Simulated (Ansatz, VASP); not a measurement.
One calculation of Sn3Se, two programs

The input INCAR:

```
PREC     = Accurate       # precision mode
ENCUT    = 520            # plane-wave cutoff, eV
EDIFF    = 1E-6           # SCF threshold, eV
ISMEAR   = -1             # smearing method
SIGMA    = 0.05           # smearing width, eV
LREAL    = F              # projectors in reciprocal space
LASPH    = T              # aspherical terms in the spheres
NELM     = 60             # most SCF steps
ALGO     = Normal         # electronic algorithm
ISIF     = 2              # what is computed and relaxed
LWAVE    = F              # write WAVECAR
LCHARG   = T              # write CHGCAR
GGA      = PS             # functional
LELF     = T              # ELF
LVHAR    = T            
NBANDS   = 32             # bands
```

File KPOINTS:

```
regular mesh
0
Gamma
  6 6 6
```

The input POSCAR:

```
Sn3Se
1.0
    4.8042793006      0.0000000000      0.0000000000
    0.0000000000      4.8042793006      0.0000000000
    0.0000000000      0.0000000000      4.8042793006
Sn Se
3 1
Direct
    0.5000000000      0.5000000000      0.0000000000
    0.5000000000      0.0000000000      0.5000000000
    0.0000000000      0.5000000000      0.5000000000
    0.0000000000      0.0000000000      0.0000000000
```

The input input.yaml:

```yaml
crystal:
  lattice:
    - [4.8042793006, 0.0, 0.0]
    - [0.0, 4.8042793006, 0.0]
    - [0.0, 0.0, 4.8042793006]
  atoms:
    - { symbol: Sn, position: [0.5, 0.5, 0.0] }
    - { symbol: Sn, position: [0.5, 0.0, 0.5] }
    - { symbol: Sn, position: [0.0, 0.5, 0.5] }
    - { symbol: Se, position: [0.0, 0.0, 0.0] }
kpoints:
  mp_grid: { grid: [6, 6, 6] }
scf:
  occupations: { method: fermi_dirac, width: 0.05 }
hamiltonian:
  xc: pbesol
  pseudopotentials: { kind: all_electron, lapw: { basis_error: 0.001 } }
output:
  forces: true
  stress: true
  eigenvalues: true
```

Change from the starting cell: volume scaled by 1.04.

Alike in both runs: task single point; functional PBEsol; k mesh 6 × 6 × 6; occupations fermi-dirac, width 0.05 eV; no spin polarisation.

|  | VASP | Ansatz |
| --- | --- | --- |
| version | VASP 6.6.1 | Ansatz 0.2.0 |
| potentials or method | VASP PAW PBE potentials, release 64 (Sn_d, Se), cutoff 520 eV | all-electron LAPW, scalar-relativistic |

|  | VASP | Ansatz | Ansatz less VASP |
| --- | --- | --- | --- |
| gap on the k mesh at the Fermi level (eV) | none | none | - |
| pressure (GPa) | -4.2 | -4.2 | +0.03 |

VASP's potentials were made for PBE, not for PBEsol. A gap of «none» marks a metal or a gap that the smearing closes. Ansatz ran all-electron here, and VASP with PAW potentials.
